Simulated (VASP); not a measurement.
# Mo (Im-3m) in VASP: notebook

Mo is run at these levels: PBEsol; tasks: single point, relaxation of volume and atoms at fixed shape.

All numbers are computed with VASP 6.6.1; they aren't measurements. Logs are shortened: lines on timing, memory, paths and dates and some standing lists are left out, and cuts for length are marked.

## (1) The cell of the first run

Symmetry: Im-3m, No. 229, cubic system. Conventional cell: a = 3.127 Å, b = 3.127 Å, c = 3.127 Å, α = 90.00°, β = 90.00°, γ = 90.00°. Mo (site symmetry m-3m) has 14 Mo at 2.71 to 3.13 Å within 3.6 Å.

## (2) Single point, PBEsol

INCAR

```
PREC     = Accurate       # precision mode
ENCUT    = 500            # plane-wave cutoff, eV
EDIFF    = 1E-6           # SCF threshold, eV
ISMEAR   = 1              # smearing method
SIGMA    = 0.1            # smearing width, eV
LREAL    = F              # projectors in reciprocal space
LASPH    = T              # aspherical terms in the spheres
NELM     = 120            # most SCF steps
ALGO     = Normal         # electronic algorithm
ISIF     = 2              # what is computed and relaxed
LWAVE    = F              # write WAVECAR
LCHARG   = F              # write CHGCAR
GGA      = PS             # functional
NBANDS   = 13             # bands
GGA_COMPAT= F
```

KPOINTS

```
regular mesh
0
Gamma
  10 10 10
```

POSCAR

```
Mo
1.0
   -1.5635128874      1.5635128874      1.5635128874
    1.5635128874     -1.5635128874      1.5635128874
    1.5635128874      1.5635128874     -1.5635128874
Mo
1
Direct
    0.0000000000      0.0000000000      0.0000000000
```

Potentials or basis: VASP PAW PBE potentials, release 64 (Mo_sv).

Launch:

```sh
> cat potpaw_PBE.64/Mo_sv/POTCAR > POTCAR
> mpirun -np 1 vasp_std > vasp.out
```

OUTCAR:

```text
PREC = Accurate
   ENCUT = 500
   EDIFF = 1E-6
   ISMEAR = 1
   LREAL = F
   LASPH = T
   NELM = 120
   ISIF = 2
   GGA = PS

 ion  position               nearest neighbor table
   1  0.000  0.000  0.000-

  LATTYP: Found a body centered cubic cell.
 ALAT       =     3.1270257748

  Lattice vectors:

 A1 = (  -1.5635128874,   1.5635128874,   1.5635128874)
 A2 = (   1.5635128874,  -1.5635128874,   1.5635128874)
 A3 = (   1.5635128874,   1.5635128874,  -1.5635128874)

Analysis of symmetry for initial positions (statically):
=====================================================================
 Subroutine PRICEL returns:
 Original cell was already a primitive cell.

 Routine SETGRP: Setting up the symmetry group for a
 body centered cubic supercell.

 Subroutine GETGRP returns: Found 48 space group operations
 (whereof 48 operations were pure point group operations)
 out of a pool of 48 trial point group operations.

The static configuration has the point symmetry O_h .

Analysis of symmetry for dynamics (positions and initial velocities):
=====================================================================
 Subroutine PRICEL returns:
 Original cell was already a primitive cell.

 Routine SETGRP: Setting up the symmetry group for a
 body centered cubic supercell.

 Subroutine GETGRP returns: Found 48 space group operations
 (whereof 48 operations were pure point group operations)
 out of a pool of 48 trial point group operations.

The dynamic configuration has the point symmetry O_h .

 Subroutine INISYM returns: Found 48 space group operations
 (whereof 48 operations are pure point group operations),
 and found     1 'primitive' translations

----------------------------------------------------------------------------------------

                                     Primitive cell

  volume of cell :      15.2885

  direct lattice vectors                    reciprocal lattice vectors
    -1.563512887  1.563512887  1.563512887     0.000000000  0.319792695  0.319792695
     1.563512887 -1.563512887  1.563512887     0.319792695  0.000000000  0.319792695
     1.563512887  1.563512887 -1.563512887     0.319792695  0.319792695  0.000000000

  length of vectors
     2.708083759  2.708083759  2.708083759     0.452255166  0.452255166  0.452255166

  position of ions in fractional coordinates (direct lattice)
     0.000000000  0.000000000  0.000000000

  ion indices of the primitive-cell ions
[... 74 lines left out ...]
   EDIFF  = 0.1E-05   stopping-criterion for ELM
   LREAL  =      F    real-space projection
[... 7 lines left out ...]
   TEBEG  =    0.0;   TEEND  =   0.0 temperature during run
   PSTRESS=    0.0 pullay stress
   NELECT =      14.0000    total number of electrons
   NUPDOWN=      -1.0000    fix difference up-down
   EMIN   =  10.00;   EMAX   =-10.00  energy-range for DOS
   EFERMI =   0.00;   METHOD = LEGACY
   ISMEAR =     1;   SIGMA  =   0.10  broadening in eV -4-tet -1-fermi 0-gaus
   EFERMI_NEDOS =   21; number of points for ismear=-14 and -15
   IALGO  =     38    algorithm
   IMIX   =      4    mixing-type and parameters
     AMIX     =   0.40;   BMIX     =  1.00
     AMIX_MAG =   1.60;   BMIX_MAG =  1.00
  volume/ion in A,a.u.               =      15.29       103.17
  Fermi-wavevector in a.u.,A,eV,Ry     =   1.589752  3.004196 34.386160  2.527311
  Thomas-Fermi vector in A             =   2.688553
   LORBIT       =      0    0 simple, 1 ext, 2 COOP (PROOUT), +10 PAW based schemes
   GGA     = PS    functional components
   LHFCALC =     F    Hartree Fock is set to
   AEXX    =    0.0000 exact exchange contribution
   IVDW    =     0    specifies the selected vdW correction
   LEPSILON=     F    determine dielectric tensor
   LRPA    =     F    only Hartree local field effects (RPA)
 non-spin polarized calculation
 Methfessel and Paxton  Order N= 1 SIGMA  =   0.10
  energy-cutoff  :      500.00
  volume of cell :       15.29
 maximum number of plane-waves:       402
   NGX =  9   NGY =  9   NGZ =  9

 number of electron      13.9999997 magnetization

 Free energy of the ion-electron system (eV)
  ---------------------------------------------------
  ext. energy  EPLUGINS =         0.00000000
  ---------------------------------------------------
  free energy    TOTEN  =       -11.76273083 eV

  energy without entropy =      -11.76316308  energy(sigma->0) =      -11.76287491

 E-fermi :  12.9591     XC(G=0): -13.6502

 val. band max:       12.9585989912   @ k =  -0.2000   0.2000   0.2000
 cond. band min:      12.9957009053   @ k =   0.5000   0.5000   0.2000
 fundamental gap:      0.0371019141
 Fermi energy:        12.9591220344

 k-point     1 :       0.0000    0.0000    0.0000
  band No.  band energies     occupation
      1     -48.3398      2.00000
      2     -21.5755      2.00000
      3     -21.5755      2.00000
      4     -21.5755      2.00000
      5       5.4670      2.00000
      6      11.4317      2.00000
      7      11.4317      2.00000
      8      11.4317      2.00000
      9      14.5306     -0.00000
     10      14.5306     -0.00000
     11      27.6632      0.00000
     12      27.6632      0.00000
     13      27.6632      0.00000
[... 354 lines left out ...]
  band No.  band energies     occupation
      1     -48.1280      2.00000
      2     -22.5701      2.00000
      3     -21.9474      2.00000
      4     -21.6969      2.00000
      5       8.0757      2.00000
      6      10.3731      2.00000
      7      11.1116      2.00000
      8      13.3792     -0.00000
      9      14.7626     -0.00000
     10      15.5891      0.00000
     11      27.2070      0.00000
     12      28.9455      0.00000
     13      33.0626      0.00000

 [... further k-points ...]

------------------------ aborting loop because EDIFF is reached ----------------------------------------

  FORCE on cell =-STRESS in cart. coord.  units (eV):
  Direction    XX          YY          ZZ          XY          YZ          ZX
  --------------------------------------------------------------------------------------
  -------------------------------------------------------------------------------------
  Total        0.0471531      0.0471531      0.0471531      0.0000000     -0.0000000      0.0000000
  in kB        4.9414692      4.9414692      4.9414692      0.0000000     -0.0000000      0.0000000
  external PRESSURE =       4.9414692 kB  Pullay stress =       0.0000000 kB

 VOLUME and BASIS-vectors are now :
 -----------------------------------------------------------------------------
  energy-cutoff  :      500.00
  volume of cell :       15.29
      direct lattice vectors                 reciprocal lattice vectors
    -1.563512887  1.563512887  1.563512887     0.000000000  0.319792695  0.319792695
     1.563512887 -1.563512887  1.563512887     0.319792695  0.000000000  0.319792695
     1.563512887  1.563512887 -1.563512887     0.319792695  0.319792695  0.000000000

 POSITION                                       TOTAL-FORCE (eV/Angst)
 -----------------------------------------------------------------------------------
      0.00000      0.00000      0.00000         0.000000     -0.000000      0.000000
 -----------------------------------------------------------------------------------
    total drift:                                0.000000      0.000000      0.000000

  FREE ENERGIE OF THE ION-ELECTRON SYSTEM (eV)
  ---------------------------------------------------
  free  energy   TOTEN  =       -11.7627308331 eV

  energy  without entropy=      -11.7631630784  energy(sigma->0) =      -11.76287491
```

OSZICAR:

```text
N       E                     dE             d eps       ncg     rms          rms(c)
DAV:   1     0.901462744658E+02    0.90146E+02   -0.78991E+03  1230   0.108E+03
DAV:   2    -0.113984369145E+02   -0.10154E+03   -0.97886E+02  1407   0.307E+02
DAV:   3    -0.125154502673E+02   -0.11170E+01   -0.11154E+01  1357   0.323E+01
DAV:   4    -0.125178885058E+02   -0.24382E-02   -0.24382E-02  1382   0.184E+00
DAV:   5    -0.125179038610E+02   -0.15355E-04   -0.15355E-04  1357   0.128E-01    0.167E+01
DAV:   6    -0.118528049017E+02    0.66510E+00   -0.78599E-01  1252   0.109E+01    0.450E+00
DAV:   7    -0.117678560572E+02    0.84949E-01   -0.13667E-01  1337   0.430E+00    0.893E-01
DAV:   8    -0.117628300905E+02    0.50260E-02   -0.44676E-03  1252   0.857E-01    0.162E-01
DAV:   9    -0.117627293758E+02    0.10071E-03   -0.15154E-04  1362   0.150E-01    0.636E-02
DAV:  10    -0.117627306395E+02   -0.12636E-05   -0.13684E-05  1317   0.460E-02    0.114E-02
DAV:  11    -0.117627308331E+02   -0.19365E-06   -0.16762E-07   661   0.492E-03
   1 F= -.11762731E+02 E0= -.11762875E+02  d E =0.432245E-03
```

stdout:

```text
POSCAR found type information on POSCAR Mo
 POSCAR found :  1 types and       1 ions
 scaLAPACK will be used
 -----------------------------------------------------------------------------
|                                                                             |
|                                                                             |
|     You enforced a specific xc type in the INCAR file but a different       |
|     I HOPE YOU KNOW WHAT YOU ARE DOING!                                     |
|                                                                             |
 -----------------------------------------------------------------------------

 LDA part: xc-table for (Slater+PW92), standard interpolation
 POSCAR, INCAR and KPOINTS ok, starting setup
 FFT: planning ... GRIDC
 FFT: planning ... GRID_SOFT
 FFT: planning ... GRID
 WAVECAR not read
 entering main loop
```

Wall time 13 s (1 thread of Intel Xeon 8259CL, shared host); peak memory 0.13 GiB.

What came out:

```
Free energy            : -11.7627 eV
Pressure               : 0.5 GPa
Band gap on the k mesh : zero (bands 7 and 8 overlap by 5.56 eV)
```

Caveat: the PAW data sets were made with another functional, which shifts forces and pressure a little.

## (3) Relaxation of volume and atoms at fixed shape, PBEsol

This run uses another cell than the first one, of 15.58 Å³/atom.

INCAR

```
PREC     = Accurate       # precision mode
ENCUT    = 500            # plane-wave cutoff, eV
EDIFF    = 1E-7           # SCF threshold, eV
ISMEAR   = 1              # smearing method
SIGMA    = 0.1            # smearing width, eV
LREAL    = False          # projectors in reciprocal space
LASPH    = True           # aspherical terms in the spheres
NELM     = 120            # most SCF steps
ALGO     = Normal         # electronic algorithm
ISIF     = 8              # what is computed and relaxed
LWAVE    = False          # write WAVECAR
LCHARG   = False          # write CHGCAR
GGA      = PS             # functional
IBRION   = 2              # ionic algorithm
NSW      = 50             # ionic steps
EDIFFG   = -0.02          # ionic threshold
GGA_COMPAT= False        
NELMIN   = 4
```

KPOINTS

```
Automatic mesh
0
Gamma
  10 10 10
```

POSCAR

```
Mo
1.0
   -1.5734150000      1.5734150000      1.5734150000
    1.5734150000     -1.5734150000      1.5734150000
    1.5734150000      1.5734150000     -1.5734150000
Mo
1
Direct
    0.0000000000      0.0000000000      0.0000000000
```

Potentials or basis: VASP PAW PBE potentials, release 64 (Mo_sv).

Launch:

```sh
> cat potpaw_PBE.64/Mo_sv/POTCAR > POTCAR
> mpirun -np 1 vasp_std > vasp.out
```

OUTCAR:

```text
PREC = Accurate
   ENCUT = 500
   EDIFF = 1E-7
   ISMEAR = 1
   LREAL = False
   LASPH = True
   NELM = 120
   ISIF = 8
   GGA = PS
   IBRION = 2
   NSW = 50
   EDIFFG = -0.02
   NELMIN = 4

 ion  position               nearest neighbor table
   1  0.000  0.000  0.000-

  LATTYP: Found a body centered cubic cell.
 ALAT       =     3.1468300000

  Lattice vectors:

 A1 = (  -1.5734150000,   1.5734150000,   1.5734150000)
 A2 = (   1.5734150000,  -1.5734150000,   1.5734150000)
 A3 = (   1.5734150000,   1.5734150000,  -1.5734150000)

Analysis of symmetry for initial positions (statically):
=====================================================================
 Subroutine PRICEL returns:
 Original cell was already a primitive cell.

 Routine SETGRP: Setting up the symmetry group for a
 body centered cubic supercell.

 Subroutine GETGRP returns: Found 48 space group operations
 (whereof 48 operations were pure point group operations)
 out of a pool of 48 trial point group operations.

The static configuration has the point symmetry O_h .

Analysis of symmetry for dynamics (positions and initial velocities):
[... 226 lines left out ...]
--------------------------------------- Ionic step        3  -------------------------------------------

 number of electron      13.9999998 magnetization

 Free energy of the ion-electron system (eV)
  ---------------------------------------------------
  ext. energy  EPLUGINS =         0.00000000
  ---------------------------------------------------
  free energy    TOTEN  =       -11.76287765 eV

  energy without entropy =      -11.76328390  energy(sigma->0) =      -11.76301307

 E-fermi :  12.9224     XC(G=0): -13.6376

 val. band max:       12.8977458343   @ k =  -0.2000   0.2000   0.1000
 cond. band min:      12.9225714273   @ k =  -0.2000   0.2000   0.2000
 fundamental gap:      0.0248255931
 Fermi energy:        12.9223709335

 k-point     1 :       0.0000    0.0000    0.0000
  band No.  band energies     occupation
      1     -48.3757      2.00000
      2     -21.6170      2.00000
      3     -21.6170      2.00000
      4     -21.6170      2.00000
      5       5.4376      2.00000
      6      11.3997      2.00000
      7      11.3997      2.00000
      8      11.3997      2.00000
      9      14.4902     -0.00000
     10      14.4902     -0.00000
     11      27.6236      0.00000
[... 309 lines left out ...]
 k-point    24 :      -0.3000    0.3000    0.1000
  band No.  band energies     occupation
      1     -48.1658      2.00000
      2     -22.6046      2.00000
      3     -21.9865      2.00000
      4     -21.7375      2.00000
      5       8.0463      2.00000
      6      10.3445      2.00000
      7      11.0785      2.00000
      8      13.3416     -0.00000
      9      14.7206     -0.00000
     10      15.5437      0.00000
     11      27.1564      0.00000

 [... further k-points ...]

------------------------ aborting loop because EDIFF is reached ----------------------------------------

  FORCE on cell =-STRESS in cart. coord.  units (eV):
  Direction    XX          YY          ZZ          XY          YZ          ZX
  --------------------------------------------------------------------------------------
  -------------------------------------------------------------------------------------
  Total       -0.0119197     -0.0119197     -0.0119197      0.0000000      0.0000000      0.0000000
  in kB       -1.2463600     -1.2463600     -1.2463600      0.0000000      0.0000000      0.0000000
  external PRESSURE =      -1.2463600 kB  Pullay stress =       0.0000000 kB
[... 16 lines left out ...]
  FREE ENERGIE OF THE ION-ELECTRON SYSTEM (eV)
  ---------------------------------------------------
  free  energy   TOTEN  =       -11.7628776537 eV

  energy  without entropy=      -11.7632839050  energy(sigma->0) =      -11.76301307

 reached required accuracy - stopping structural energy minimisation
```

OSZICAR:

```text
N       E                     dE             d eps       ncg     rms          rms(c)
DAV:   1     0.851346654334E+02    0.85135E+02   -0.82292E+03  1042   0.127E+03
DAV:   2    -0.112439421474E+02   -0.96379E+02   -0.93586E+02  1130   0.334E+02
DAV:   3    -0.125337634539E+02   -0.12898E+01   -0.12773E+01  1184   0.380E+01
[... 24 lines left out ...]
DAV:   4    -0.117627806522E+02   -0.25332E-02   -0.16463E-03  1087   0.477E-01    0.130E-01
DAV:   5    -0.117628773598E+02   -0.96708E-04   -0.14242E-04  1143   0.147E-01    0.652E-03
DAV:   6    -0.117628773512E+02    0.85336E-08   -0.11045E-06  1085   0.140E-02    0.520E-03
DAV:   7    -0.117628776868E+02   -0.33559E-06   -0.85034E-08   704   0.371E-03    0.664E-04
DAV:   8    -0.117628776537E+02    0.33151E-07   -0.42031E-09   562   0.886E-04
   3 F= -.11762878E+02 E0= -.11763013E+02  d E =-.387385E-02
```

CONTCAR:

```text
Mo
   1.00000000000000
    -1.5646744972887217    1.5646744972887217    1.5646744972887217
     1.5646744972887217   -1.5646744972887217    1.5646744972887217
     1.5646744972887217    1.5646744972887217   -1.5646744972887217
  Mo
     1
Direct
     0.0000000000000000    0.0000000000000000    0.0000000000000000

  0.00000000E+00  0.00000000E+00  0.00000000E+00
```

Run time: 28 s. Hardware: 1 thread of Intel Xeon 8259CL, shared host; peak memory 0.13 GiB.

Results:

* Free energy: -11.7629 eV
* Relaxed volume: 15.32 Å³/atom
* Relaxed cell: a = 2.710 Å, b = 2.710 Å, c = 2.710 Å, α = 109.47°, β = 109.47°, γ = 109.47°
* Space group after relaxing (to 0.1 Å): Im-3m (No. 229)
* Energy gained by relaxing: 3.9 meV/atom
* Ionic steps: 3
* Pressure after relaxing: -0.1 GPa
* Band gap on the k mesh: zero (bands 7 and 8 overlap by 5.54 eV)

Step by step:
```tsv
step	energy change (eV)	largest force (eV/Å)	pressure (GPa)	volume (Å³)
1	0.0000	0.0000	-4.60	15.58
2	0.0287	0.0000	15.05	14.59
3	-0.0039	0.0000	-0.12	15.32
```

Final structure:
```
CELL_PARAMETERS angstrom
-1.56467 1.56467 1.56467
1.56467 -1.56467 1.56467
1.56467 1.56467 -1.56467
ATOMIC_POSITIONS crystal
Mo 0.00000 0.00000 0.00000
```

Caveat: the PAW data sets were made with another functional, which shifts forces and pressure a little.

The gap in the log of VASP goes by the Fermi energy; the results here count the filled bands.